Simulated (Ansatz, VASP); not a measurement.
Two plane-wave programs on NbAs

```xyz
4
Lattice="-1.7196 1.7196 5.7966 1.7196 -1.7196 5.7966 1.7196 1.7196 -5.7966" Properties=species:S:1:pos:R:3 pbc="T T T"
Nb    1.7196    0.0000    5.8031
Nb    0.0000    0.0000    8.7014
As    1.7196    0.0000    0.9511
As    0.0000    0.0000    3.8495
```

Alike in both runs: functional PBEsol; k mesh 18 × 18 × 18; occupations gaussian, width 0.1 eV; no spin polarisation.

Ansatz relaxed the structure, and its values are those at the end. VASP's run is a single point on that final structure, the one shown.

|  | VASP | Ansatz |
| --- | --- | --- |
| version | VASP 6.6.1 | Ansatz 0.2.0 |
| potentials or method | VASP PAW PBE potentials, release 64 (Nb_sv, As), cutoff 520 eV | scalar-relativistic, plane waves, PAW |
| valence electrons in the cell | 36 | 56 |

Ansatz gave:

- gap on the k mesh at the Fermi level (eV): none
- pressure (GPa): 0.0

Estimate VASP's values.

gap on the k mesh at the Fermi level (eV): none; pressure (GPa): 0.2.

VASP's potentials were made for PBE, not for PBEsol. A gap of «none» marks a metal or a gap that the smearing closes. VASP's potentials hold 36 valence electrons a cell and Ansatz's 56, so a difference there can come from the potentials and not from the codes.
